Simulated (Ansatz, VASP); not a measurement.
**Ag in VASP and in Ansatz**

File INCAR:

```
SYSTEM = Ag
PREC = Accurate ; ENCUT = 520
EDIFF = 1E-6 ; ISMEAR = 0
SIGMA = 0.15 ; LREAL = .FALSE.
LASPH = .TRUE. ; NELM = 100
ALGO = Normal ; ISIF = 2
LWAVE = .FALSE. ; LCHARG = .FALSE.
GGA = PS ; NBANDS = 12
```

File KPOINTS:

```
regular mesh
0
G
  20 20 20
  0 0 0
```

POSCAR

```
Ag
1.0
    0.0000000000      1.9664837500      2.0431000000
    1.9664837500      0.0000000000      2.0431000000
    1.9664837500      1.9664837500      0.0000000000
Ag
1
Direct
    0.0000000000      0.0000000000      0.0000000000
```

Input for Ansatz:

```yaml
crystal:
  lattice:
    - [0.0, 1.96648375, 2.0431]
    - [1.96648375, 0.0, 2.0431]
    - [1.96648375, 1.96648375, 0.0]
  atoms:
    - { symbol: Ag, position: [0.0, 0.0, 0.0] }
basis:
  ecutwfc: 420
kpoints:
  mp_grid: { grid: [20, 20, 20] }
hamiltonian:
  xc: pbesol
scf:
  occupations: { method: gaussian, width: 0.15 }
output:
  forces: true
  stress: true
  eigenvalues: true
```

Change from the starting cell: strain -0.0375 x Voigt [1, 1, 0, 0, 0, 0], atoms carried along.

Alike in both runs: task single point; functional PBEsol; k mesh 20 × 20 × 20; occupations gaussian, width 0.15 eV; no spin polarisation.

|  | VASP | Ansatz |
| --- | --- | --- |
| version | VASP 6.6.1 | Ansatz 0.2.0 |
| potentials or method | VASP PAW PBE potentials, release 64 (Ag), cutoff 520 eV | scalar-relativistic, plane waves, PAW |
| valence electrons in the cell | 11 | 19 |

VASP gave:

```
gap on the k mesh at the Fermi level (eV)                     : none
pressure (GPa)                                                : 7.1
traceless stress, the component that is largest in VASP (GPa) : -1.45
```

Which values does Ansatz return?

gap on the k mesh at the Fermi level (eV): none; pressure (GPa): 7.4; traceless stress, the component that is largest in VASP (GPa): -1.45.

VASP's potentials were made for PBE, not for PBEsol. A gap of «none» marks a metal or a gap that the smearing closes. VASP's potentials hold 11 valence electrons a cell and Ansatz's 19, so a difference there can come from the potentials and not from the codes.
